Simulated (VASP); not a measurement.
# Si8N (a cell with a defect) in VASP: further runs, part 2 of 2

VASP 6.6.1.

## 3. Single point, PBE

Input file INCAR:

```
SYSTEM = Si8N
PREC = Accurate
ENCUT = 520
EDIFF = 1E-6
ISMEAR = 0
SIGMA = 0.15
LREAL = .FALSE.
LASPH = .TRUE.
NELM = 80
ALGO = Normal
ISIF = 2
LWAVE = .FALSE.
LCHARG = .FALSE.
GGA = PE
NBANDS = 28
```

Input file KPOINTS:

```
regular mesh
0
G
  6 6 6
  0 0 0
```

Input file POSCAR:

```
Si8N
1.0
    4.7218258405      2.7261474201      1.8874557466
   -4.7218258405      2.7261474201      1.8874557466
    0.0000000000     -5.4522948402      1.8874557466
Si N
8 1
Direct
    0.0198044603      0.7179030939      0.5216794332
    0.9801955397      0.2820969061      0.4783205668
    0.7140043589      0.7140043589      0.7140043589
    0.2820969061      0.4783205668      0.9801955397
    0.4783205668      0.9801955397      0.2820969061
    0.7179030939      0.5216794332      0.0198044603
    0.2859956411      0.2859956411      0.2859956411
    0.5216794332      0.0198044603      0.7179030939
   -0.1154302395      0.4383460998     -0.8968622063
```

Potentials or basis: VASP PAW PBE potentials, release 64 (Si, N).

Command:

```console
> cat potpaw_PBE.64/Si/POTCAR potpaw_PBE.64/N/POTCAR > POTCAR
> mpirun -np 1 vasp_std > vasp.out
```

OUTCAR:

```text
SYSTEM = Si8N
   PREC = Accurate
   ENCUT = 520
   EDIFF = 1E-6
   ISMEAR = 0
   LREAL = .FALSE.
   LASPH = .TRUE.
   NELM = 80
   ISIF = 2
   GGA = PE

 ion  position               nearest neighbor table
   1  0.020  0.718  0.522-   9 2.06   2 2.36   3 2.38   8 2.39   6 2.39
   2  0.980  0.282  0.478-   1 2.36   7 2.38   5 2.39   4 2.39
   3  0.714  0.714  0.714-   8 2.38   1 2.38   6 2.38   7 2.42
   4  0.282  0.478  0.980-   6 2.36   7 2.38   5 2.39   2 2.39
   5  0.478  0.980  0.282-   8 2.36   7 2.38   4 2.39   2 2.39
   6  0.718  0.522  0.020-   9 1.24   4 2.36   3 2.38   8 2.39   1 2.39
   7  0.286  0.286  0.286-   5 2.38   2 2.38   4 2.38   3 2.42
   8  0.522  0.020  0.718-   9 2.22   5 2.36   3 2.38   6 2.39   1 2.39
   9  0.885  0.438  0.103-   6 1.24   1 2.06   8 2.22

  LATTYP: Found a trigonal (rhomboedric) cell.
 ALAT       =     5.7697494070
 COS(alpha) =    -0.3394793489

  Lattice vectors:

 A1 = (   4.7218258405,   2.7261474201,   1.8874557466)
 A2 = (  -4.7218258405,   2.7261474201,   1.8874557466)
 A3 = (   0.0000000000,  -5.4522948402,   1.8874557466)

Analysis of symmetry for initial positions (statically):
=====================================================================
 Subroutine PRICEL returns:
 Original cell was already a primitive cell.

 Routine SETGRP: Setting up the symmetry group for a
 trigonal (rhombohedral) supercell.

 Subroutine GETGRP returns: Found  1 space group operations
 (whereof  1 operations were pure point group operations)
 out of a pool of 12 trial point group operations.

The static configuration has the point symmetry C_1 .

Analysis of symmetry for dynamics (positions and initial velocities):
=====================================================================
 Subroutine PRICEL returns:
 Original cell was already a primitive cell.

 Routine SETGRP: Setting up the symmetry group for a
 trigonal (rhombohedral) supercell.

 Subroutine GETGRP returns: Found  1 space group operations
 (whereof  1 operations were pure point group operations)
 out of a pool of 12 trial point group operations.

The dynamic configuration has the point symmetry C_1 .

 Subroutine INISYM returns: Found  1 space group operations
 (whereof  1 operations are pure point group operations),
 and found     1 'primitive' translations

----------------------------------------------------------------------------------------

                                     Primitive cell

  volume of cell :     145.7764

  direct lattice vectors                    reciprocal lattice vectors
     4.721825841  2.726147420  1.887455747     0.105891241  0.061136337  0.176604582
    -4.721825841  2.726147420  1.887455747    -0.105891241  0.061136337  0.176604582
     0.000000000 -5.452294840  1.887455747     0.000000000 -0.122272673  0.176604582

  length of vectors
     5.769749407  5.769749407  5.769749407     0.214801734  0.214801734  0.214801734

  position of ions in fractional coordinates (direct lattice)
     0.019804460  0.717903094  0.521679433
[... 51 lines left out ...]
  0.000000  0.166667 -0.000000      2.000000
 -0.000000 -0.000000  0.166667      2.000000
  0.333333  0.000000  0.000000      2.000000
  0.000000  0.333333  0.000000      2.000000
[... 16 lines left out ...]
 -0.166667  0.500000  0.000000      2.000000
  0.166667  0.000000  0.500000      2.000000
 [... further k-points ...]
   k-points           NKPTS =    112   k-points in BZ     NKDIM =    112   number of bands    NBANDS=     28
   number of dos      NEDOS =    301   number of ions     NIONS =      9
   total plane-waves  NPLWV = 110592
   dimension x,y,z NGX =    48 NGY =   48 NGZ =   48
   dimension x,y,z NGXF=    96 NGYF=   96 NGZF=   96
   ions per type =               8   1
   NGX,Y,Z   is equivalent  to a cutoff of  13.83, 13.83, 13.83 a.u.
   NGXF,Y,Z  is equivalent  to a cutoff of  27.66, 27.66, 27.66 a.u.
 SYSTEM =  Si8N
   PREC   = accura    normal or accurate (medium, high low for compatibility)
   ISTART =      0    job   : 0-new  1-cont  2-samecut
   ICHARG =      2    charge: 1-file 2-atom 10-const
   ISPIN  =      1    spin polarized calculation?
   LNONCOLLINEAR =      F non collinear calculations
   LSORBIT =      F    spin-orbit coupling
   LASPH  =      T    aspherical Exc in radial PAW
   ENCUT  =  520.0 eV  38.22 Ry    6.18 a.u.  10.73 10.73 10.73*2*pi/ulx,y,z
   NELM   =     80;   NELMIN=  2; NELMDL= -5     # of ELM steps
   EDIFF  = 0.1E-05   stopping-criterion for ELM
   LREAL  =      F    real-space projection
   EDIFFG = 0.1E-04   stopping-criterion for IOM
   NSW    =      0    number of steps for IOM
   IBRION =     -1    ionic relax: 0-MD 1-quasi-New 2-CG
   NFREE  =      0    steps in history (QN), initial steepest desc. (CG)
   ISIF   =      2    stress and relaxation
   ISYM   =      2    0-nonsym 1-usesym 2-fastsym
   POTIM  = 0.5000    time-step for ionic-motion
   TEBEG  =    0.0;   TEEND  =   0.0 temperature during run
   PSTRESS=    0.0 pullay stress
   NELECT =      37.0000    total number of electrons
   NUPDOWN=      -1.0000    fix difference up-down
   EMIN   =  10.00;   EMAX   =-10.00  energy-range for DOS
   EFERMI =   0.00;   METHOD = LEGACY
   ISMEAR =     0;   SIGMA  =   0.15  broadening in eV -4-tet -1-fermi 0-gaus
   EFERMI_NEDOS =   21; number of points for ismear=-14 and -15
   IALGO  =     38    algorithm
   IMIX   =      4    mixing-type and parameters
     AMIX     =   0.40;   BMIX     =  1.00
     AMIX_MAG =   1.60;   BMIX_MAG =  1.00
  volume/ion in A,a.u.               =      16.20       109.31
  Fermi-wavevector in a.u.,A,eV,Ry     =   1.036525  1.958748 14.617873  1.074383
  Thomas-Fermi vector in A             =   2.170919
   LORBIT       =      0    0 simple, 1 ext, 2 COOP (PROOUT), +10 PAW based schemes
   GGA     = PE    functional components
   LHFCALC =     F    Hartree Fock is set to
   AEXX    =    0.0000 exact exchange contribution
   IVDW    =     0    specifies the selected vdW correction
   LEPSILON=     F    determine dielectric tensor
   LRPA    =     F    only Hartree local field effects (RPA)
 non-spin polarized calculation
 Gauss-broadening in eV      SIGMA  =   0.15
  energy-cutoff  :      520.00
  volume of cell :      145.78
 maximum number of plane-waves:      3961
 NGX is ok and might be reduce to    48
   NGX = 21   NGY = 21   NGZ = 21

 number of electron      36.9999999 magnetization

 Free energy of the ion-electron system (eV)
  ---------------------------------------------------
  ext. energy  EPLUGINS =         0.00000000
  ---------------------------------------------------
  free energy    TOTEN  =       -40.78327806 eV

  energy without entropy =      -40.75184544  energy(sigma->0) =      -40.76756175

 E-fermi :   7.3753     XC(G=0): -10.2369

 val. band max:        7.3731294109   @ k =   0.1667   0.0000  -0.3333
 cond. band min:       7.3862678567   @ k =  -0.3333   0.1667   0.0000
 fundamental gap:      0.0131384458
 Fermi energy:         7.3753100878

 k-point     1 :       0.0000    0.0000    0.0000
  band No.  band energies     occupation
      1     -10.3875      2.00000
      2      -4.5150      2.00000
      3      -1.9072      2.00000
      4      -0.7779      2.00000
      5      -0.6242      2.00000
      6      -0.0813      2.00000
[... 733 lines left out ...]
     27      11.7933      0.00000
     28      12.0741      0.00000

 [... further k-points ...]

------------------------ aborting loop because EDIFF is reached ----------------------------------------

  FORCE on cell =-STRESS in cart. coord.  units (eV):
  Direction    XX          YY          ZZ          XY          YZ          ZX
  --------------------------------------------------------------------------------------
  -------------------------------------------------------------------------------------
  Total       53.1512419      5.8954890      6.3048455    -12.3794341     -3.1092269     15.2416856
  in kB      584.1665277     64.7952370     69.2943306   -136.0579881    -34.1724142    167.5159829
  external PRESSURE =     239.4186984 kB  Pullay stress =       0.0000000 kB

 VOLUME and BASIS-vectors are now :
 -----------------------------------------------------------------------------
  energy-cutoff  :      520.00
  volume of cell :      145.78
      direct lattice vectors                 reciprocal lattice vectors
     4.721825841  2.726147420  1.887455747     0.105891241  0.061136337  0.176604582
    -4.721825841  2.726147420  1.887455747    -0.105891241  0.061136337  0.176604582
     0.000000000 -5.452294840  1.887455747     0.000000000 -0.122272673  0.176604582

 POSITION                                       TOTAL-FORCE (eV/Angst)
 -----------------------------------------------------------------------------------
     -3.29630     -0.83325      2.37704         0.536401     -0.365650      0.719684
      3.29630      0.83325      3.28533         0.337476     -0.443355      0.176992
      0.00000      0.00000      4.04295        -0.299953      0.189238      0.055283
     -0.92653     -3.27130      3.28533         0.170068     -0.569634     -0.160903
     -2.36977      2.43805      3.28533        -0.086563      0.308525      0.311741
      0.92653      3.27130      2.37704       -42.504862      9.396613    -11.262563
      0.00000      0.00000      1.61941         0.386323      0.131786     -0.043673
      2.36977     -2.43805      2.37704         0.872590     -0.322351     -0.693601
      2.10699      3.04413      2.69161        40.588519     -8.325173     10.897040
 -----------------------------------------------------------------------------------
    total drift:                                0.000975     -0.000090      0.000306

  FREE ENERGIE OF THE ION-ELECTRON SYSTEM (eV)
  ---------------------------------------------------
  free  energy   TOTEN  =       -40.7832780626 eV

  energy  without entropy=      -40.7518454439  energy(sigma->0) =      -40.76756175
```

It took 4.6 min on 1 thread of Intel Xeon 6975P-C (Granite Rapids), shared host; peak memory 0.53 GiB.

What came out:

| Quantity | Value |
| --- | --- |
| Free energy | -40.7833 eV |
| Pressure | 23.9 GPa |
| Largest force | 44.964 eV/Å |
| Band gap on the k mesh | zero (an odd number of electrons rules out a gap without spin polarisation) |

Forces on the atoms (eV/Å):
```
Si    0.536  -0.366   0.720
Si    0.337  -0.443   0.177
Si   -0.300   0.189   0.055
Si    0.170  -0.570  -0.161
Si   -0.087   0.309   0.312
Si  -42.505   9.397 -11.263
Si    0.386   0.132  -0.044
Si    0.873  -0.322  -0.694
N    40.589  -8.325  10.897
```

Caveat: atoms lie so close that the PAW spheres overlap strongly, which falsifies energies and pressures.
